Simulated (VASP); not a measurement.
# Hf4Si (P-3m1) in VASP: a series of runs, part 2 of 3

VASP 6.6.1. The steps go on from the part before.

## 3. Relaxation of cell and atoms, PBE

This run uses another cell than the first one, of 19.76 Å³/atom.

INCAR reads:

```
PREC = Accurate
ENCUT = 600
EDIFF = 1E-6
ISMEAR = 0
SIGMA = 0.2
LREAL = F
LASPH = T
NELM = 100
ALGO = Normal
ISIF = 3
LWAVE = F
LCHARG = F
GGA = PE
IBRION = 2
NSW = 36
EDIFFG = -0.08
```

KPOINTS reads:

```
regular mesh
0
Gamma
  6 6 2
```

POSCAR reads:

```
Hf4Si
1.0
    3.1500000000      0.0000000000      0.0000000000
   -1.5750000000      2.7279800200      0.0000000000
    0.0000000000      0.0000000000     11.5000000000
Hf Si
4 1
Direct
    0.6666666700      0.3333333300      0.8100000000
    0.3333333300      0.6666666700      0.1900000000
    0.6666666700      0.3333333300      0.4000000000
    0.3333333300      0.6666666700      0.6000000000
    0.0000000000      0.0000000000      0.0000000000
```

Potentials or basis: VASP PAW PBE potentials, release 64 (Hf_pv, Si).

Run with:

```console
> cat potpaw_PBE.64/Hf_pv/POTCAR potpaw_PBE.64/Si/POTCAR > POTCAR
> mpirun -np 1 vasp_std > vasp.out
```

OUTCAR:

```text
PREC = Accurate
   ENCUT = 600
   EDIFF = 1E-6
   ISMEAR = 0
   LREAL = F
   LASPH = T
   NELM = 100
   ISIF = 3
   GGA = PE
   IBRION = 2
   NSW = 36
   EDIFFG = -0.08

 ion  position               nearest neighbor table
   1  0.667  0.333  0.810-   5 2.84   5 2.84   5 2.84   4 3.02   4 3.02   4 3.02
   2  0.333  0.667  0.190-   5 2.84   5 2.84   5 2.84   3 3.02   3 3.02   3 3.02
   3  0.667  0.333  0.400-   4 2.93   4 2.93   4 2.93   2 3.02   2 3.02   2 3.02
   4  0.333  0.667  0.600-   3 2.93   3 2.93   3 2.93   1 3.02   1 3.02   1 3.02
   5  0.000  0.000  0.000-   1 2.84   2 2.84   2 2.84   1 2.84   1 2.84   2 2.84

  LATTYP: Found a hexagonal cell.
 ALAT       =     3.1500000000
 C/A-ratio  =     3.6507936508

  Lattice vectors:

 A1 = (   3.1500000000,   0.0000000000,   0.0000000000)
 A2 = (  -1.5750000000,   2.7279800200,   0.0000000000)
 A3 = (   0.0000000000,   0.0000000000,  11.5000000000)

Analysis of symmetry for initial positions (statically):
=====================================================================
 Subroutine PRICEL returns:
 Original cell was already a primitive cell.

[... 167 lines left out ...]

------------------------ aborting loop because EDIFF is reached ----------------------------------------

  FORCE on cell =-STRESS in cart. coord.  units (eV):
  Direction    XX          YY          ZZ          XY          YZ          ZX
  --------------------------------------------------------------------------------------
  -------------------------------------------------------------------------------------
  Total        3.5295110      3.5295110      6.3593588      0.0000000      0.0000000      0.0000000
  in kB       57.2236482     57.2236482    103.1037187      0.0000000      0.0000000      0.0000000
  external PRESSURE =      72.5170050 kB  Pullay stress =       0.0000000 kB
[... 98 lines left out ...]
  FREE ENERGIE OF THE ION-ELECTRON SYSTEM (eV)
  ---------------------------------------------------
  free  energy   TOTEN  =       -45.5202327271 eV

  energy  without entropy=      -45.4458144538  energy(sigma->0) =      -45.48302359

[... ionic steps 4 to 7 ...]

--------------------------------------- Ionic step        8  -------------------------------------------

 number of electron      44.0000004 magnetization

------------------------ aborting loop because EDIFF is reached ----------------------------------------
[... 73 lines left out ...]
--------------------------------------- Ionic step       10  -------------------------------------------

 number of electron      44.0000004 magnetization

 Free energy of the ion-electron system (eV)
  ---------------------------------------------------
  ext. energy  EPLUGINS =         0.00000000
  ---------------------------------------------------
  free energy    TOTEN  =       -45.63808785 eV

  energy without entropy =      -45.56439956  energy(sigma->0) =      -45.60124370

 E-fermi :   5.4098     XC(G=0): -11.2155

 val. band max:        5.2681277973   @ k =   0.3333   0.1667   0.5000
 cond. band min:       5.4556284407   @ k =   0.0000   0.0000   0.0000
 fundamental gap:      0.1875006434
 Fermi energy:         5.4097561594

 k-point     1 :       0.0000    0.0000    0.0000
  band No.  band energies     occupation
      1     -25.5241      2.00000
      2     -25.3728      2.00000
      3     -25.0400      2.00000
      4     -24.8659      2.00000
      5     -24.8659      2.00000
      6     -24.8394      2.00000
[... 427 lines left out ...]
  FREE ENERGIE OF THE ION-ELECTRON SYSTEM (eV)
  ---------------------------------------------------
  free  energy   TOTEN  =       -45.6380878469 eV

  energy  without entropy=      -45.5643995559  energy(sigma->0) =      -45.60124370

 reached required accuracy - stopping structural energy minimisation
```

CONTCAR:

```text
Hf4Si
   1.00000000000000
     3.1964860155704509    0.0000000000000000    0.0000000000000000
    -1.5982430077852254    2.7682380903248691    0.0000000000000000
    -0.0000000000000000    0.0000000000000000   11.8720867893410915
  Hf              Si
     4     1
Direct
     0.6666666699999979    0.3333333300000021    0.8197979058975507
     0.3333333300000021    0.6666666699999979    0.1802020941024493
     0.6666666699999979    0.3333333300000021    0.3884930832051203
     0.3333333300000021    0.6666666699999979    0.6115069167948798
     0.0000000000000000    0.0000000000000000    0.0000000000000000

  0.00000000E+00  0.00000000E+00  0.00000000E+00
  0.00000000E+00  0.00000000E+00  0.00000000E+00
  0.00000000E+00  0.00000000E+00  0.00000000E+00
  0.00000000E+00  0.00000000E+00  0.00000000E+00
  0.00000000E+00  0.00000000E+00  0.00000000E+00
```

Run time: 14 min. Hardware: 1 thread of Intel Xeon 8259CL, shared host; peak memory 0.3 GiB.

What came out:

```
Free energy                           : -45.6381 eV
Relaxed volume                        : 21.01 Å³/atom
Relaxed cell                          : a = 3.196 Å, b = 3.196 Å, c = 11.872 Å, α = 90.00°, β = 90.00°, γ = 120.00°
Space group after relaxing (to 0.1 Å) : P-3m1 (No. 164)
Energy gained by relaxing             : 63.9 meV/atom
Ionic steps                           : 10
Pressure after relaxing               : 0.0 GPa
Largest force after relaxing          : 0.022 eV/Å
Band gap on the k mesh                : zero (bands 22 and 23 overlap by 2.04 eV)
```

Forces in eV/Å, atoms in the order of the input:
```
Hf   0.000  0.000  0.015
Hf   0.000  0.000 -0.015
Hf   0.000  0.000  0.022
Hf   0.000  0.000 -0.022
Si   0.000  0.000  0.000
```

The path:
```
step  energy change (eV)  largest force (eV/Å)  pressure (GPa)  volume (Å³)
   1              0.0000                0.9211            7.25        98.82
   2             -0.0729                0.5207           -6.88       112.15
   3             -0.2015                0.6624           -1.34       106.00
   4             -0.2656                0.3796           -0.65       105.23
   5             -0.2992                0.2310            0.44       104.24
   6             -0.2999                0.2087            0.61       104.08
   7             -0.3154                0.0849           -0.38       105.22
   8             -0.3167                0.0390           -0.78       105.70
   9             -0.3158                0.0645            0.91       104.31
  10             -0.3193                0.0217           -0.01       105.05
```

Final structure:
```xyz
5
Lattice="3.1965 0.0000 0.0000 -1.5982 2.7682 0.0000 0.0000 0.0000 11.8721" Properties=species:S:1:pos:R:3 pbc="T T T"
Hf    1.5982    0.9227    9.7327
Hf    0.0000    1.8455    2.1394
Hf    1.5982    0.9227    4.6122
Hf    0.0000    1.8455    7.2599
Si    0.0000    0.0000    0.0000
```

Levels at points of the mesh, in eV from the Fermi level:
```tsv
k point	band 19	band 20	band 21	band 22	band 23	band 24	band 25	band 26
(0.00, 0.00, 0.00)	0.05	0.80	1.08	1.08	1.13	1.13	1.17	1.19
(0.50, 0.00, 0.00)	-1.35	-1.08	-0.98	-0.63	0.52	0.81	1.16	1.36
(0.00, 0.00, 0.50)	0.08	0.65	0.98	0.98	1.17	1.17	1.28	1.33
(0.50, 0.00, 0.50)	-1.96	-1.26	-0.73	-0.16	0.66	0.96	1.14	1.18
```

Caveat: the k points lie up to 0.38 Å⁻¹ apart in the final cell, too coarse for converged energies and pressures of a metal; spin-orbit coupling is left out, which moves the levels of the heavy elements.

[end of part 2 of 3]

The gap in the log of VASP goes by the Fermi energy; the results here count the filled bands.